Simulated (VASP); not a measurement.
# Sn (Im-3m) in VASP: notebook, part 2 of 2

VASP 6.6.1. The steps go on from the part before.

## 4. Single point, PBEsol

File INCAR:

```
  PREC = Accurate
  ENCUT = 520
  EDIFF = 1E-7
  ISMEAR = 0
  SIGMA = 0.05
  LREAL = F
  LASPH = T
  NELM = 100
  ALGO = Normal
  ISIF = 2
  LWAVE = F
  LCHARG = F
  GGA = PS
  NBANDS = 13
```

File KPOINTS:

```
regular mesh
0
Gamma
  9 9 9
```

File POSCAR:

```
Sn
1.0
   -1.8946518192      1.8946518192      1.8946518192
    1.8946518192     -1.8946518192      1.8946518192
    1.8946518192      1.8946518192     -1.8946518192
Sn
1
Direct
    0.0000000000      0.0000000000      0.0000000000
```

Potentials or basis: VASP PAW PBE potentials, release 64 (Sn_d).

Launch:

```sh
$ cat potpaw_PBE.64/Sn_d/POTCAR > POTCAR
$ mpirun -np 1 vasp_std > vasp.out
```

OUTCAR:

```text
PREC = Accurate
   ENCUT = 520
   EDIFF = 1E-7
   ISMEAR = 0
   LREAL = F
   LASPH = T
   NELM = 100
   ISIF = 2
   GGA = PS

 ion  position               nearest neighbor table
   1  0.000  0.000  0.000-

  LATTYP: Found a body centered cubic cell.
 ALAT       =     3.7893036384

  Lattice vectors:

 A1 = (  -1.8946518192,   1.8946518192,   1.8946518192)
 A2 = (   1.8946518192,  -1.8946518192,   1.8946518192)
 A3 = (   1.8946518192,   1.8946518192,  -1.8946518192)

Analysis of symmetry for initial positions (statically):
=====================================================================
 Subroutine PRICEL returns:
 Original cell was already a primitive cell.

 Routine SETGRP: Setting up the symmetry group for a
 body centered cubic supercell.

 Subroutine GETGRP returns: Found 48 space group operations
[... 9 lines left out ...]

 Routine SETGRP: Setting up the symmetry group for a
 body centered cubic supercell.

 Subroutine GETGRP returns: Found 48 space group operations
[... 11 lines left out ...]
                                     Primitive cell

  volume of cell :      27.2050

[... 135 lines left out ...]

 val. band max:        7.7117389713   @ k =   0.2222   0.2222   0.1111
 cond. band min:       7.8178892939   @ k =  -0.3333   0.3333   0.2222
 fundamental gap:      0.1061503227
 Fermi energy:         7.7965043550

 k-point     1 :       0.0000    0.0000    0.0000
  band No.  band energies     occupation
      1     -13.5442      2.00000
      2     -13.5442      2.00000
      3     -13.5442      2.00000
      4     -13.4043      2.00000
      5     -13.4043      2.00000
      6      -3.1788      2.00000
      7      15.8527      0.00000
      8      15.8527      0.00000
      9      15.8527      0.00000
     10      20.0356      0.00000
     11      20.0356      0.00000
     12      20.0356      0.00000
     13      20.6605      0.00000
[... 354 lines left out ...]
  band No.  band energies     occupation
      1     -13.5371      2.00000
      2     -13.5018      2.00000
      3     -13.4494      2.00000
      4     -13.4129      2.00000
      5     -13.3349      2.00000
      6       2.1136      2.00000
      7       4.2726      2.00000
      8       8.4800      0.00000
      9      12.7973      0.00000
     10      16.7002      0.00000
     11      18.5313      0.00000
     12      19.2433      0.00000
     13      21.3104      0.00000

 [... further k-points ...]
[... 5 lines left out ...]
  --------------------------------------------------------------------------------------
  -------------------------------------------------------------------------------------
  Total       -0.4259935     -0.4259935     -0.4259935     -0.0000000      0.0000000      0.0000000
  in kB      -25.0879609    -25.0879609    -25.0879609     -0.0000000      0.0000000      0.0000000
  external PRESSURE =     -25.0879609 kB  Pullay stress =       0.0000000 kB

 VOLUME and BASIS-vectors are now :
 -----------------------------------------------------------------------------
  energy-cutoff  :      520.00
  volume of cell :       27.20
      direct lattice vectors                 reciprocal lattice vectors
    -1.894651819  1.894651819  1.894651819     0.000000000  0.263900731  0.263900731
     1.894651819 -1.894651819  1.894651819     0.263900731  0.000000000  0.263900731
     1.894651819  1.894651819 -1.894651819     0.263900731  0.263900731  0.000000000

 POSITION                                       TOTAL-FORCE (eV/Angst)
 -----------------------------------------------------------------------------------
      0.00000      0.00000      0.00000         0.000000     -0.000000      0.000000
 -----------------------------------------------------------------------------------
    total drift:                                0.000000      0.000000     -0.000000

  FREE ENERGIE OF THE ION-ELECTRON SYSTEM (eV)
  ---------------------------------------------------
  free  energy   TOTEN  =        -4.2308205741 eV

  energy  without entropy=       -4.2298483045  energy(sigma->0) =       -4.23033444
```

OSZICAR:

```text
N       E                     dE             d eps       ncg     rms          rms(c)
DAV:   1     0.805188092393E+02    0.80519E+02   -0.72627E+03   948   0.161E+03
DAV:   2     0.172424096801E+01   -0.78795E+02   -0.76268E+02   965   0.337E+02
DAV:   3    -0.412673604950E+01   -0.58510E+01   -0.58214E+01  1098   0.740E+01
DAV:   4    -0.424893959057E+01   -0.12220E+00   -0.12218E+00  1108   0.115E+01
DAV:   5    -0.425271749769E+01   -0.37779E-02   -0.37779E-02  1163   0.203E+00    0.135E+00
DAV:   6    -0.423601302483E+01    0.16704E-01   -0.18058E-02  1160   0.236E+00    0.719E-01
DAV:   7    -0.423111429510E+01    0.48987E-02   -0.98684E-03  1145   0.165E+00    0.118E-01
DAV:   8    -0.423081948639E+01    0.29481E-03   -0.74863E-04  1105   0.468E-01    0.209E-02
DAV:   9    -0.423081996264E+01   -0.47625E-06   -0.13139E-05  1254   0.420E-02    0.140E-02
DAV:  10    -0.423082053380E+01   -0.57116E-06   -0.13875E-06  1130   0.114E-02    0.157E-03
DAV:  11    -0.423082057412E+01   -0.40329E-07   -0.38163E-08   780   0.281E-03
   1 F= -.42308206E+01 E0= -.42303344E+01  d E =-.972270E-03
```

stdout:

```text
POSCAR found type information on POSCAR Sn
 POSCAR found :  1 types and       1 ions
 scaLAPACK will be used
 -----------------------------------------------------------------------------
|                                                                             |
|                                                                             |
|     You enforced a specific xc type in the INCAR file but a different       |
|     I HOPE YOU KNOW WHAT YOU ARE DOING!                                     |
|                                                                             |
 -----------------------------------------------------------------------------

 LDA part: xc-table for (Slater+PW92), standard interpolation
 POSCAR, INCAR and KPOINTS ok, starting setup
 FFT: planning ... GRIDC
 FFT: planning ... GRID_SOFT
 FFT: planning ... GRID
 WAVECAR not read
 entering main loop
```

It took 4.6 s on 1 thread of Intel Xeon Platinum 8488C (Sapphire Rapids), shared host; peak memory 0.13 GiB.

Results:

* Free energy: -4.2308 eV
* Pressure: -2.5 GPa
* Band gap on the k mesh: zero (band 7 reaches 15.85 eV, above the bottom of band 8 at 5.45 eV)

Levels at points of the mesh, in eV from the Fermi level:
```csv
k point,band 4,band 5,band 6,band 7,band 8,band 9,band 10,band 11
"(0.00, 0.00, 0.00)",-21.20,-21.20,-10.98,8.06,8.06,8.06,12.24,12.24
```

Caveat: the PAW data sets were made with another functional, which shifts forces and pressure a little; spin-orbit coupling is left out, which moves the levels of the heavy elements.

## 5. Overview

```tsv
task	cell	k mesh	cutoff (eV)	smearing	gap on the mesh (eV)	pressure (GPa)
relaxation of cell and atoms	relaxed to 30 GPa	10 × 10 × 10	600	fermi-dirac 0.05 eV	none	30.0
single point	as given	7 × 7 × 7	520	gaussian 0.05 eV	none	-1.9
single point	as given	9 × 9 × 9	520	gaussian 0.05 eV	none	-2.5
```

Alike in all rows: level PBEsol; potentials or basis VASP PAW PBE potentials, release 64 (Sn_d); no spin polarisation.

Caveats: the PAW data sets were made with another functional, which shifts forces and pressure a little; spin-orbit coupling is left out, which moves the levels of the heavy elements; the cell is relaxed towards a set pressure, so the enthalpy falls and the energy may rise (some runs).

Absolute energies hang on the potentials; compare differences alone.
